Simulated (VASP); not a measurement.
# ScAl7N8 (Cm) in VASP: single point with r2SCAN

Aim: the single point of ScAl7N8 with r2SCAN.

Everything below comes from runs of VASP 6.6.1. Logs are shortened: lines on timing, memory, paths and dates and some standing lists are left out, and cuts for length are marked.

## (1) The cell of the first run

It takes space group Cm (No. 8, monoclinic). The conventional cell has a = 10.037 Å, b = 6.321 Å, c = 7.425 Å, α = 90.00°, β = 132.42°, γ = 90.00°. Sc (site symmetry m) has 4 N at 1.95 to 2.20 Å within 2.6 Å. Al (site symmetry 1) has 4 N at 1.83 to 2.09 Å within 2.4 Å. Within 2.4 Å of Al (site symmetry m) lie 4 N at 1.84 to 2.12 Å. Al (site symmetry 1) has 4 N at 1.86 to 2.07 Å within 2.5 Å. Within 2.5 Å of Al (site symmetry m) lie 4 N at 1.87 to 2.07 Å. Al (site symmetry m) has 4 N at 1.86 to 2.10 Å within 2.5 Å. Within 2.5 Å of N (site symmetry m) lie 3 Al at 1.86 Å and 1 Sc at 2.20 Å. N (site symmetry m) has 4 Al at 1.88 to 2.12 Å within 2.5 Å.

## (2) Single point, r2SCAN (atoms moved along the polar distortion)

POSCAR

```
ScAl7N8
1.0
    3.1604103708     -0.0042289037      5.0183057398
    3.1604103708      0.0042289037     -5.0183057398
   -3.1604103708      5.4814893108     -0.0046206973
Sc Al N
1 7 8
Direct
    0.1558460824      0.1792889062      0.3351349856
    0.1598724748      0.1782726306      0.8339438011
    0.6567069505      0.6745305684      0.3312375158
    0.6556711735      0.6740713292      0.8339438011
    0.0754235287      0.5920272530      0.1641426307
    0.5721153747      0.0887190990      0.1641426307
    0.0735053217      0.5964432154      0.6699485401
    0.5774310410      0.0902813330      0.6677123769
    0.3749928681      0.9598204842      0.3348133493
    0.8687223056      0.4639873539      0.3327096565
    0.3669422336      0.9690239843      0.8327540524
    0.8637300711      0.4658118218      0.8327540524
    0.2876479541      0.3913119822      0.1588165681
    0.2859265904      0.3959356021      0.6818621955
    0.7675045829      0.8711686110      0.1588165681
    0.7859614472      0.8813058256      0.6672672758
```

INCAR.step1

```
SYSTEM = ScAl7N8
PREC = Accurate
ENCUT = 520
ISMEAR = 0
SIGMA = 0.01
LREAL = Auto
LASPH = .True.
NELM = 80
NBANDS = 50
GGA = PE
ALGO = Normal
EDIFF = 1E-4
LWAVE = .True.
LCHARG = .False.
```

INCAR.step2

```
SYSTEM = ScAl7N8
PREC = Accurate
ENCUT = 520
EDIFF = 1E-6
ISMEAR = 0
SIGMA = 0.01
LREAL = Auto
LASPH = .True.
NELM = 80
ALGO = Normal
ISIF = 2
LWAVE = .False.
LCHARG = .False.
METAGGA = R2SCAN
LMIXTAU = .True.
NBANDS = 50
ISTART = 1
```

KPOINTS

```
Automatic mesh
0
Gamma
  6 6 6
  0 0 0
```

Potentials or basis: VASP PAW PBE potentials, release 64 (Sc_sv, Al, N).

The run is started by

```sh
$ cat potpaw_PBE.64/Sc_sv/POTCAR potpaw_PBE.64/Al/POTCAR potpaw_PBE.64/N/POTCAR > POTCAR
$ cp INCAR.step1 INCAR
$ mpirun -np 1 vasp_std > vasp.out
$ cp INCAR.step2 INCAR
$ mpirun -np 1 vasp_std > vasp.out
```

OUTCAR:

```text
SYSTEM = ScAl7N8
   PREC = Accurate
   ENCUT = 520
   EDIFF = 1E-6
   ISMEAR = 0
   LREAL = Auto
   LASPH = .True.
   NELM = 80
   ISIF = 2
   METAGGA = R2SCAN
   ISTART = 1

 ion  position               nearest neighbor table
   1  0.156  0.179  0.335-  13 1.95  15 1.95  14 1.95   9 2.20   5 3.09   6 3.09   7 3.11   6 3.13
                             5 3.13   8 3.14   4 3.15   2 3.15   3 3.16   3 3.16   2 3.18   4 3.18
   2  0.160  0.178  0.834-  13 1.83  14 1.83  16 1.88  11 2.09   8 3.09   7 3.09   5 3.09   6 3.10
                             7 3.11   8 3.12   4 3.13   3 3.14   1 3.15   1 3.18   3 3.18   4 3.19
   3  0.657  0.675  0.331-  15 1.84  13 1.84  16 1.88  10 2.12   6 3.09   5 3.09   8 3.10   7 3.10
                             5 3.12   6 3.12   4 3.14   2 3.14   1 3.16   1 3.16   2 3.18   4 3.18
   4  0.656  0.674  0.834-  15 1.83  14 1.83  16 1.88  12 2.09   8 3.09   7 3.09   6 3.09   5 3.10
                             7 3.11   8 3.12   2 3.13   3 3.14   1 3.15   1 3.18   3 3.18   2 3.19
   5  0.075  0.592  0.164-   9 1.86  12 1.87  10 1.88  13 2.07   1 3.09   2 3.09   3 3.09   4 3.10
                             3 3.12   7 3.13   1 3.13   6 3.14   8 3.15   8 3.18   6 3.18   7 3.20
   6  0.572  0.089  0.164-   9 1.86  11 1.87  10 1.88  15 2.07   1 3.09   4 3.09   3 3.09   2 3.10
                             3 3.12   7 3.13   1 3.13   5 3.14   8 3.15   8 3.18   5 3.18   7 3.20
   7  0.074  0.596  0.670-  12 1.87  11 1.87  10 1.88  14 2.07   4 3.09   2 3.09   3 3.10   2 3.11
                             4 3.11   1 3.11   5 3.13   6 3.13   8 3.16   8 3.16   6 3.20   5 3.20
   8  0.577  0.090  0.668-   9 1.86  11 1.87  12 1.87  16 2.10   4 3.09   2 3.09   3 3.10   2 3.12
                             4 3.12   1 3.14   5 3.15   6 3.15   7 3.16   7 3.16   6 3.18   5 3.18
   9  0.375  0.960  0.335-   6 1.86   5 1.86   8 1.86   1 2.20
  10  0.869  0.464  0.333-   5 1.88   6 1.88   7 1.88   3 2.12
  11  0.367  0.969  0.833-   6 1.87   7 1.87   8 1.87   2 2.09
  12  0.864  0.466  0.833-   5 1.87   7 1.87   8 1.87   4 2.09
  13  0.288  0.391  0.159-   2 1.83   3 1.84   1 1.95   5 2.07
  14  0.286  0.396  0.682-   2 1.83   4 1.83   1 1.95   7 2.07
  15  0.768  0.871  0.159-   4 1.83   3 1.84   1 1.95   6 2.07
  16  0.786  0.881  0.667-   4 1.88   2 1.88   3 1.88   8 2.10

  LATTYP: Found a base centered monoclinic cell.
 ALAT       =    10.0366150433
 B/A-ratio  =     0.6297761461
 C/A-ratio  =     0.7398368355
 COS(beta)  =    -0.6745803329

  Lattice vectors:

 A1 = (   3.1604103708,   0.0042289037,  -5.0183057398)
 A2 = (  -3.1604103708,   0.0042289037,  -5.0183057398)
 A3 = (   0.0000000000,   5.4772604071,   5.0136850425)

Analysis of symmetry for initial positions (statically):
=====================================================================
 Subroutine PRICEL returns:
 Original cell was already a primitive cell.

 Routine SETGRP: Setting up the symmetry group for a
 base centered monoclinic supercell.

 Subroutine GETGRP returns: Found  2 space group operations
 (whereof  2 operations were pure point group operations)
 out of a pool of  4 trial point group operations.

The static configuration has the point symmetry C_1h.

Analysis of symmetry for dynamics (positions and initial velocities):
=====================================================================
 Subroutine PRICEL returns:
 Original cell was already a primitive cell.

 Routine SETGRP: Setting up the symmetry group for a
 base centered monoclinic supercell.

 Subroutine GETGRP returns: Found  2 space group operations
 (whereof  2 operations were pure point group operations)
 out of a pool of  4 trial point group operations.

The dynamic configuration has the point symmetry C_1h.

 Subroutine INISYM returns: Found  2 space group operations
 (whereof  2 operations are pure point group operations),
 and found     1 'primitive' translations

----------------------------------------------------------------------------------------

                                     Primitive cell

  volume of cell :     173.8717

  direct lattice vectors                    reciprocal lattice vectors
     3.160410371 -0.004228904  5.018305740     0.158207303  0.091300140  0.099712159
     3.160410371  0.004228904 -5.018305740     0.158207303  0.091132162 -0.099558424
    -3.160410371  5.481489311 -0.004620697     0.000000000  0.182432301  0.000153735

  length of vectors
     5.930565242  5.930565242  6.327316977     0.208105216  0.207957932  0.182432366

  position of ions in fractional coordinates (direct lattice)
     0.155846082  0.179288906  0.335134986
     0.159872475  0.178272631  0.833943801
     0.656706951  0.674530568  0.331237516
     0.655671173  0.674071329  0.833943801
     0.075423529  0.592027253  0.164142631
     0.572115375  0.088719099  0.164142631
[... 8 lines left out ...]
     0.767504583  0.871168611  0.158816568
     0.785961447  0.881305826  0.667267276

  ion indices of the primitive-cell ions
   primitive index   ion index
                 1           1
                 2           2
                 3           3
                 4           4
                 5           5
                 6           6
[... 8 lines left out ...]
                15          15
                16          16

----------------------------------------------------------------------------------------

 KPOINTS: Automatic mesh

Automatic generation of k-mesh.
 Grid dimensions read from file:
 generate k-points for:    6    6    6

 Generating k-lattice:

  Cartesian coordinates                     Fractional coordinates (reciprocal lattice)
     0.026367884  0.015216690  0.016618693     0.166666667  0.000000000 -0.000000000
     0.026367884  0.015188694 -0.016593071    -0.000000000  0.166666667  0.000000000
     0.000000000  0.030405384  0.000025622     0.000000000  0.000000000  0.166666667

  Length of vectors
     0.034684203  0.034659655  0.030405394

  Shift w.r.t. Gamma in fractional coordinates (k-lattice)
     0.000000000  0.000000000  0.000000000

 Subroutine IBZKPT returns following result:
 ===========================================

 Found     68 irreducible k-points:

 Following reciprocal coordinates:
            Coordinates               Weight
  0.000000  0.000000  0.000000      1.000000
  0.166667  0.000000  0.000000      4.000000
  0.333333  0.000000  0.000000      4.000000
  0.500000  0.000000  0.000000      2.000000
  0.000000  0.166667  0.000000      4.000000
  0.166667  0.166667  0.000000      4.000000
[... 16 lines left out ...]
  0.333333  0.000000  0.166667      4.000000
  0.500000  0.000000  0.166667      4.000000
 [... further k-points ...]
   k-points           NKPTS =     68   k-points in BZ     NKDIM =     68   number of bands    NBANDS=     50
   number of dos      NEDOS =    301   number of ions     NIONS =     16
   total plane-waves  NPLWV = 110592
   dimension x,y,z NGX =    48 NGY =   48 NGZ =   48
   dimension x,y,z NGXF=    96 NGYF=   96 NGZF=   96
   ions per type =               1   7   8
   NGX,Y,Z   is equivalent  to a cutoff of  13.46, 13.46, 12.61 a.u.
   NGXF,Y,Z  is equivalent  to a cutoff of  26.91, 26.91, 25.22 a.u.
 SYSTEM =  ScAl7N8
   PREC   = accura    normal or accurate (medium, high low for compatibility)
   ISTART =      1    job   : 0-new  1-cont  2-samecut
   ICHARG =      0    charge: 1-file 2-atom 10-const
   ISPIN  =      1    spin polarized calculation?
   LNONCOLLINEAR =      F non collinear calculations
   LSORBIT =      F    spin-orbit coupling
   LASPH  =      T    aspherical Exc in radial PAW
   ENCUT  =  520.0 eV  38.22 Ry    6.18 a.u.  11.03 11.03 11.76*2*pi/ulx,y,z
   NELM   =     80;   NELMIN=  2; NELMDL=  0     # of ELM steps
   EDIFF  = 0.1E-05   stopping-criterion for ELM
   LREAL  =      T    real-space projection
   EDIFFG = 0.1E-04   stopping-criterion for IOM
   NSW    =      0    number of steps for IOM
[... 5 lines left out ...]
   TEBEG  =    0.0;   TEEND  =   0.0 temperature during run
   PSTRESS=    0.0 pullay stress
   NELECT =      72.0000    total number of electrons
   NUPDOWN=      -1.0000    fix difference up-down
   EMIN   =  10.00;   EMAX   =-10.00  energy-range for DOS
   EFERMI =   0.00;   METHOD = LEGACY
   ISMEAR =     0;   SIGMA  =   0.01  broadening in eV -4-tet -1-fermi 0-gaus
   EFERMI_NEDOS =   21; number of points for ismear=-14 and -15
   IALGO  =     38    algorithm
   IMIX   =      4    mixing-type and parameters
     AMIX     =   0.40;   BMIX     =  1.00
     AMIX_MAG =   1.60;   BMIX_MAG =  1.00
  volume/ion in A,a.u.               =      10.87        73.33
  Fermi-wavevector in a.u.,A,eV,Ry     =   1.220233  2.305906 20.258642  1.488968
  Thomas-Fermi vector in A             =   2.355457
   LORBIT       =      0    0 simple, 1 ext, 2 COOP (PROOUT), +10 PAW based schemes
   METAGGA = R2SCAN    functional components
   LHFCALC =     F    Hartree Fock is set to
   AEXX    =    0.0000 exact exchange contribution
   IVDW    =     0    specifies the selected vdW correction
   LEPSILON=     F    determine dielectric tensor
   LRPA    =     F    only Hartree local field effects (RPA)
 non-spin polarized calculation
 Gauss-broadening in eV      SIGMA  =   0.01
  energy-cutoff  :      520.00
  volume of cell :      173.87
 maximum number of plane-waves:      4718
 NGX is ok and might be reduce to    48
   NGX = 23   NGY = 23   NGZ = 23

 number of electron      71.9999998 magnetization

 Free energy of the ion-electron system (eV)
  ---------------------------------------------------
  ext. energy  EPLUGINS =         0.00000000
  ---------------------------------------------------
  free energy    TOTEN  =      -156.95964270 eV

  energy without entropy =     -156.95964270  energy(sigma->0) =     -156.95964270

 E-fermi :   6.0076     XC(G=0): -11.3964

 val. band max:        5.8417490012   @ k =   0.0000   0.0000   0.0000
 cond. band min:       9.9058908183   @ k =   0.0000   0.0000   0.0000
 fundamental gap:      4.0641418171
 Fermi energy:         6.0076107673

 k-point     1 :       0.0000    0.0000    0.0000
  band No.  band energies     occupation
      1     -42.6800      2.00000
      2     -20.6551      2.00000
      3     -20.6474      2.00000
      4     -20.5441      2.00000
      5     -10.2115      2.00000
      6      -8.4588      2.00000
[... 40 lines left out ...]
     47      13.6493      0.00000
     48      14.3406      0.00000
[... 1171 lines left out ...]
     47      14.0810      0.00000
     48      14.4178      0.00000

 [... further k-points ...]

 [bands above 48 left out]

------------------------ aborting loop because EDIFF is reached ----------------------------------------

  FORCE on cell =-STRESS in cart. coord.  units (eV):
  Direction    XX          YY          ZZ          XY          YZ          ZX
  --------------------------------------------------------------------------------------
  -------------------------------------------------------------------------------------
  Total        8.3052947      8.1790787    -10.7246217      0.0000000      0.0845365      0.0000000
  in kB       76.5308921     75.3678481    -98.8242916      0.0000000      0.7789791      0.0000000
  external PRESSURE =      17.6914828 kB  Pullay stress =       0.0000000 kB

 VOLUME and BASIS-vectors are now :
 -----------------------------------------------------------------------------
  energy-cutoff  :      520.00
  volume of cell :      173.87
      direct lattice vectors                 reciprocal lattice vectors
     3.160410371 -0.004228904  5.018305740     0.158207303  0.091300140  0.099712159
     3.160410371  0.004228904 -5.018305740     0.158207303  0.091132162 -0.099558424
    -3.160410371  5.481489311 -0.004620697     0.000000000  0.182432301  0.000153735

 POSITION                                       TOTAL-FORCE (eV/Angst)
 -----------------------------------------------------------------------------------
      0.00000      1.83714     -0.11919        -0.000000      0.004179      1.267363
     -1.56693      4.57133     -0.09619        -0.004848      0.005904      1.255666
      3.16041      1.81575     -0.09097         0.000000      0.006361      0.917995
      1.56693      4.57133     -0.09619         0.004848      0.005904      1.255666
      1.59066      0.90193     -2.59323        -0.017890     -0.009855      1.339537
      1.56975      0.89770      2.42507         0.017890     -0.009855      1.339537
[... 8 lines left out ...]
      4.67695      0.87099     -0.52095        -1.124370     -0.637298     -1.491315
      3.16041      3.65802     -0.48155         0.000000     -0.029681     -1.147547
 -----------------------------------------------------------------------------------
    total drift:                               -0.000013     -0.000280      0.019866

  FREE ENERGIE OF THE ION-ELECTRON SYSTEM (eV)
  ---------------------------------------------------
  free  energy   TOTEN  =      -156.9596426951 eV

  energy  without entropy=     -156.9596426951  energy(sigma->0) =     -156.95964270
```

Wall time 1.7 h (1 thread of Intel Xeon 8259CL, shared host); peak memory 0.59 GiB.

What came out:

| Property | Result |
| --- | --- |
| Free energy | -156.9596 eV |
| Pressure | 1.8 GPa |
| Largest force | 2.034 eV/Å |
| Band gap on the k mesh | 4.06 eV |

Forces in eV/Å, atoms in the order of the input:
```
Sc   0.000  0.004  1.267
Al  -0.005  0.006  1.256
Al   0.000  0.006  0.918
Al   0.005  0.006  1.256
Al  -0.018 -0.010  1.340
Al   0.018 -0.010  1.340
Al   0.000  0.001  1.290
Al   0.000  0.016  1.275
N    0.000  0.000 -0.803
N    0.000  0.023 -0.878
N   -0.016 -0.003 -1.270
N    0.016 -0.003 -1.270
N    1.124 -0.637 -1.491
N    0.000  1.267 -1.591
N   -1.124 -0.637 -1.491
N    0.000 -0.030 -1.148
```

Stress tensor (GPa, compression positive):
```
 7.65  0.00  0.00
 0.00  7.54  0.08
 0.00  0.08 -9.88
```

Caveat: the cell differs from its parent crystal (atoms moved along the polar distortion); the stress differs along the axes, from -10 to 8 GPa; the PAW data sets were made with another functional, which shifts forces and pressure a little.
